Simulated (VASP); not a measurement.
# AlN (P6_3mc) in VASP: notebook, part 2 of 2

VASP 6.6.1. The steps go on from the part before.

**5. Single point, r2SCAN**

This run uses another cell than the first one, of 10.21 Å³/atom, 1.046 times its volume.

File POSCAR:

```
AlN
1.0
    3.0889974029      0.0000000000      0.0000000000
   -1.5444987015      2.6751502232      0.0000000000
    0.0000000000      0.0000000000      4.9440016551
Al N
2 2
Direct
    0.3333333333      0.6666666667     -0.0009813578
    0.6666666667      0.3333333333      0.4990186422
    0.3333333333      0.6666666667      0.3809813578
    0.6666666667      0.3333333333      0.8809813578
```

File INCAR.step1:

```
  PREC = Accurate
  ENCUT = 520
  ISMEAR = 0
  SIGMA = 0.01
  LREAL = F
  LASPH = T
  NELM = 60
  NBANDS = 16
  GGA = PE
  ALGO = Normal
  EDIFF = 1E-4
  LWAVE = T
  LCHARG = F
```

File INCAR.step2:

```
  PREC = Accurate
  ENCUT = 520
  EDIFF = 1E-6
  ISMEAR = 0
  SIGMA = 0.01
  LREAL = F
  LASPH = T
  NELM = 60
  ALGO = Normal
  ISIF = 2
  LWAVE = F
  LCHARG = T
  METAGGA = R2SCAN
  LMIXTAU = T
  LELF = T
  LVHAR = T
  NBANDS = 16
  ISTART = 1
```

File KPOINTS:

```
Automatic mesh
0
Gamma
  8 8 4
```

Potentials or basis: VASP PAW PBE potentials, release 64 (Al, N).

Started as:

```console
$ cat potpaw_PBE.64/Al/POTCAR potpaw_PBE.64/N/POTCAR > POTCAR
$ cp INCAR.step1 INCAR
$ mpirun -np 1 vasp_std > vasp.out
$ cp INCAR.step2 INCAR
$ mpirun -np 1 vasp_std > vasp.out
```

OUTCAR:

```text
PREC = Accurate
   ENCUT = 520
   EDIFF = 1E-6
   ISMEAR = 0
   LREAL = F
   LASPH = T
   NELM = 60
   ISIF = 2
   METAGGA = R2SCAN
   ISTART = 1

 ion  position               nearest neighbor table
   1  0.333  0.667  0.999-   4 1.88   4 1.88   4 1.88   3 1.89   2 3.05   2 3.05   2 3.05   2 3.05
                             2 3.05   2 3.05
   2  0.667  0.333  0.499-   3 1.88   3 1.88   3 1.88   4 1.89   1 3.05   1 3.05   1 3.05   1 3.05
                             1 3.05   1 3.05
   3  0.333  0.667  0.381-   2 1.88   2 1.88   2 1.88   1 1.89
   4  0.667  0.333  0.881-   1 1.88   1 1.88   1 1.88   2 1.89

  LATTYP: Found a hexagonal cell.
 ALAT       =     3.0889974029
 C/A-ratio  =     1.6005198484

  Lattice vectors:

 A1 = (   3.0889974029,   0.0000000000,   0.0000000000)
 A2 = (  -1.5444987015,   2.6751502232,   0.0000000000)
 A3 = (   0.0000000000,   0.0000000000,   4.9440016551)

Analysis of symmetry for initial positions (statically):
=====================================================================
 Subroutine PRICEL returns:
 Original cell was already a primitive cell.

 Routine SETGRP: Setting up the symmetry group for a
 hexagonal supercell.

 Subroutine GETGRP returns: Found 12 space group operations
 (whereof  6 operations were pure point group operations)
 out of a pool of 24 trial point group operations.

The static configuration has the point symmetry C_3v.
 The point group associated with its full space group is C_6v.

Analysis of symmetry for dynamics (positions and initial velocities):
=====================================================================
 Subroutine PRICEL returns:
 Original cell was already a primitive cell.

 Routine SETGRP: Setting up the symmetry group for a
 hexagonal supercell.

 Subroutine GETGRP returns: Found 12 space group operations
 (whereof  6 operations were pure point group operations)
 out of a pool of 24 trial point group operations.

The dynamic configuration has the point symmetry C_3v.
 The point group associated with its full space group is C_6v.

 Subroutine INISYM returns: Found 12 space group operations
 (whereof  6 operations are pure point group operations),
 and found     1 'primitive' translations

----------------------------------------------------------------------------------------

                                     Primitive cell

  volume of cell :      40.8549

  direct lattice vectors                    reciprocal lattice vectors
     3.088997403  0.000000000  0.000000000     0.323729634  0.186905392  0.000000000
    -1.544498702  2.675150223  0.000000000     0.000000000  0.373810783  0.000000000
     0.000000000  0.000000000  4.944001655     0.000000000  0.000000000  0.202265304

  length of vectors
     3.088997403  3.088997403  4.944001655     0.373810783  0.373810783  0.202265304

  position of ions in fractional coordinates (direct lattice)
     0.333333333  0.666666667  0.999018642
     0.666666667  0.333333333  0.499018642
     0.333333333  0.666666667  0.380981358
     0.666666667  0.333333333  0.880981358

  ion indices of the primitive-cell ions
   primitive index   ion index
                 1           1
                 2           2
                 3           3
                 4           4

----------------------------------------------------------------------------------------
[... 22 lines left out ...]

 Found     30 irreducible k-points:

 Following reciprocal coordinates:
            Coordinates               Weight
  0.000000  0.000000  0.000000      1.000000
  0.125000  0.000000  0.000000      6.000000
  0.250000  0.000000  0.000000      6.000000
  0.375000  0.000000  0.000000      6.000000
  0.500000  0.000000  0.000000      3.000000
  0.125000  0.125000  0.000000      6.000000
[... 16 lines left out ...]
  0.250000  0.000000  0.500000      6.000000
  0.375000  0.000000  0.500000      6.000000
 [... further k-points ...]
   k-points           NKPTS =     30   k-points in BZ     NKDIM =     30   number of bands    NBANDS=     16
   number of dos      NEDOS =    301   number of ions     NIONS =      4
   total plane-waves  NPLWV =  23040
   dimension x,y,z NGX =    24 NGY =   24 NGZ =   40
   dimension x,y,z NGXF=    48 NGYF=   48 NGZF=   80
   ions per type =               2   2
   NGX,Y,Z   is equivalent  to a cutoff of  12.92, 12.92, 13.45 a.u.
   NGXF,Y,Z  is equivalent  to a cutoff of  25.83, 25.83, 26.90 a.u.
 SYSTEM =  unknown system
   PREC   = accura    normal or accurate (medium, high low for compatibility)
   ISTART =      1    job   : 0-new  1-cont  2-samecut
   ICHARG =      0    charge: 1-file 2-atom 10-const
   ISPIN  =      1    spin polarized calculation?
   LNONCOLLINEAR =      F non collinear calculations
   LSORBIT =      F    spin-orbit coupling
   LASPH  =      T    aspherical Exc in radial PAW
   ENCUT  =  520.0 eV  38.22 Ry    6.18 a.u.   5.74  5.74  9.19*2*pi/ulx,y,z
   NELM   =     60;   NELMIN=  2; NELMDL=  0     # of ELM steps
   EDIFF  = 0.1E-05   stopping-criterion for ELM
   LREAL  =      F    real-space projection
   EDIFFG = 0.1E-04   stopping-criterion for IOM
   NSW    =      0    number of steps for IOM
   IBRION =     -1    ionic relax: 0-MD 1-quasi-New 2-CG
   NFREE  =      0    steps in history (QN), initial steepest desc. (CG)
   ISIF   =      2    stress and relaxation
   ISYM   =      2    0-nonsym 1-usesym 2-fastsym
   POTIM  = 0.5000    time-step for ionic-motion
   TEBEG  =    0.0;   TEEND  =   0.0 temperature during run
   PSTRESS=    0.0 pullay stress
   NELECT =      16.0000    total number of electrons
   NUPDOWN=      -1.0000    fix difference up-down
   EMIN   =  10.00;   EMAX   =-10.00  energy-range for DOS
   EFERMI =   0.00;   METHOD = LEGACY
   ISMEAR =     0;   SIGMA  =   0.01  broadening in eV -4-tet -1-fermi 0-gaus
   EFERMI_NEDOS =   21; number of points for ismear=-14 and -15
   IALGO  =     38    algorithm
   IMIX   =      4    mixing-type and parameters
     AMIX     =   0.40;   BMIX     =  1.00
     AMIX_MAG =   1.60;   BMIX_MAG =  1.00
  volume/ion in A,a.u.               =      10.21        68.93
  Fermi-wavevector in a.u.,A,eV,Ry     =   1.197751  2.263422 19.519035  1.434609
  Thomas-Fermi vector in A             =   2.333658
   LORBIT       =      0    0 simple, 1 ext, 2 COOP (PROOUT), +10 PAW based schemes
   METAGGA = R2SCAN    functional components
   LHFCALC =     F    Hartree Fock is set to
   AEXX    =    0.0000 exact exchange contribution
   IVDW    =     0    specifies the selected vdW correction
   LEPSILON=     F    determine dielectric tensor
   LRPA    =     F    only Hartree local field effects (RPA)
 non-spin polarized calculation
 Gauss-broadening in eV      SIGMA  =   0.01
  energy-cutoff  :      520.00
  volume of cell :       40.85
 maximum number of plane-waves:      1124
 NGX is ok and might be reduce to    24
   NGX = 11   NGY = 11   NGZ = 19

 number of electron      15.9999996 magnetization

 Free energy of the ion-electron system (eV)
  ---------------------------------------------------
  ext. energy  EPLUGINS =         0.00000000
  ---------------------------------------------------
  free energy    TOTEN  =       -38.44796221 eV

  energy without entropy =      -38.44796221  energy(sigma->0) =      -38.44796221

 E-fermi :   6.2254     XC(G=0): -11.5007

 val. band max:        6.1048057157   @ k =   0.0000   0.0000   0.0000
 cond. band min:      11.1882061002   @ k =   0.0000   0.0000   0.0000
 fundamental gap:      5.0834003845
 Fermi energy:         6.2253996789

 k-point     1 :       0.0000    0.0000    0.0000
  band No.  band energies     occupation
      1      -9.9984      2.00000
      2      -7.8139      2.00000
      3      -0.0542      2.00000
      4       5.1940      2.00000
      5       5.1940      2.00000
      6       5.8624      2.00000
[... 433 lines left out ...]
      3       0.8753      2.00000
      4       0.8753      2.00000
      5       4.5622      2.00000
      6       4.5622      2.00000
[... 8 lines left out ...]
     15      20.4873      0.00000
     16      20.4873      0.00000

 [... further k-points ...]
[... 5 lines left out ...]
  --------------------------------------------------------------------------------------
  -------------------------------------------------------------------------------------
  Total        0.9212893      0.9212893      0.9264446     -0.0000000      0.0000000      0.0000000
  in kB       36.1295284     36.1295284     36.3317001     -0.0000000      0.0000000      0.0000000
  external PRESSURE =      36.1969190 kB  Pullay stress =       0.0000000 kB

 VOLUME and BASIS-vectors are now :
 -----------------------------------------------------------------------------
  energy-cutoff  :      520.00
  volume of cell :       40.85
      direct lattice vectors                 reciprocal lattice vectors
     3.088997403  0.000000000  0.000000000     0.323729634  0.186905392  0.000000000
    -1.544498702  2.675150223  0.000000000     0.000000000  0.373810783  0.000000000
     0.000000000  0.000000000  4.944001655     0.000000000  0.000000000  0.202265304

 POSITION                                       TOTAL-FORCE (eV/Angst)
 -----------------------------------------------------------------------------------
     -0.00000      1.78343      4.93915        -0.000000      0.000000     -0.001815
      1.54450      0.89172      2.46715         0.000000     -0.000000     -0.001815
     -0.00000      1.78343      1.88357        -0.000000     -0.000000      0.001815
      1.54450      0.89172      4.35557        -0.000000     -0.000000      0.001815
 -----------------------------------------------------------------------------------
    total drift:                               -0.000000     -0.000000     -0.024375

  FREE ENERGIE OF THE ION-ELECTRON SYSTEM (eV)
  ---------------------------------------------------
  free  energy   TOTEN  =       -38.4479622079 eV

  energy  without entropy=      -38.4479622079  energy(sigma->0) =      -38.44796221
```

Run time: 56 s. Hardware: 1 thread of Intel Xeon Platinum 8375C at 2.90GHz (Ice Lake), shared host; peak memory 0.17 GiB.

What came out:

```
Free energy            : -38.4480 eV
Pressure               : 3.6 GPa
Band gap on the k mesh : 5.08 eV, direct
```

Caveat: the PAW data sets were made with another functional, which shifts forces and pressure a little. r2SCAN opens gaps a little over a GGA but as a rule still falls short of measured ones.

**6. The runs side by side**

```csv
cell,gap on the mesh (eV),pressure (GPa)
"a = 3.047, b = 3.047, c = 4.859 Å, angles 90.0, 90.0, 120.0°, 4 atoms",5.48,14.7
"a = 3.065, b = 3.065, c = 4.896 Å, angles 90.0, 90.0, 120.0°, 4 atoms",5.31,9.7
"a = 3.089, b = 3.089, c = 4.944 Å, angles 90.0, 90.0, 120.0°, 4 atoms",5.08,3.6
```

Alike in all rows: task single point; level r2SCAN; potentials or basis VASP PAW PBE potentials, release 64 (Al, N); no spin polarisation; k mesh 8 × 8 × 4; cutoff (eV) 520; smearing gaussian 0.01 eV.

Caveats: the PAW data sets were made with another functional, which shifts forces and pressure a little.

Absolute energies hang on the potentials; compare differences alone.
